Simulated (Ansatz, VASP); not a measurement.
## One calculation of Ge5Pt3, two programs

```
Ge Pt
1.0
     5.25082    0.00000    0.00000
     0.00000    5.25082    0.00000
     0.00000    0.00000    5.25082
Ge Pt
5 3
Direct
  0.00000 0.00000 0.00000
  0.50000 0.50000 0.50000
  0.00000 0.50000 0.50000
  0.50000 0.00000 0.50000
  0.50000 0.50000 0.00000
  0.50000 0.00000 0.00000
  0.00000 0.50000 0.00000
  0.00000 0.00000 0.50000
```

Alike in both runs: task relaxation of cell and atoms; functional PBE; k mesh 8 × 8 × 8; occupations gaussian, width 0.1 eV; no spin polarisation.

|  | VASP | Ansatz |
| --- | --- | --- |
| version | VASP 6.6.1 | Ansatz 0.2.0 |
| potentials or method | VASP PAW PBE potentials, release 64 (Ge_d, Pt), cutoff 500 eV | scalar-relativistic, plane waves, PAW |
| valence electrons in the cell | 100 | 124 |

```csv
,VASP,Ansatz,Ansatz less VASP
"gap on the k mesh at the Fermi level, each at its own relaxed structure (eV)",none,none,-
relaxed volume (Å³/atom),18.11,18.11,+0.003
relaxed length of the cell vector where the two differ most in proportion (Å),5.252,5.253,+0.0003
```

A gap of «none» marks a metal or a gap that the smearing closes. VASP's potentials hold 100 valence electrons a cell and Ansatz's 124, so a difference there can come from the potentials and not from the codes.

Spin-orbit coupling is off throughout.
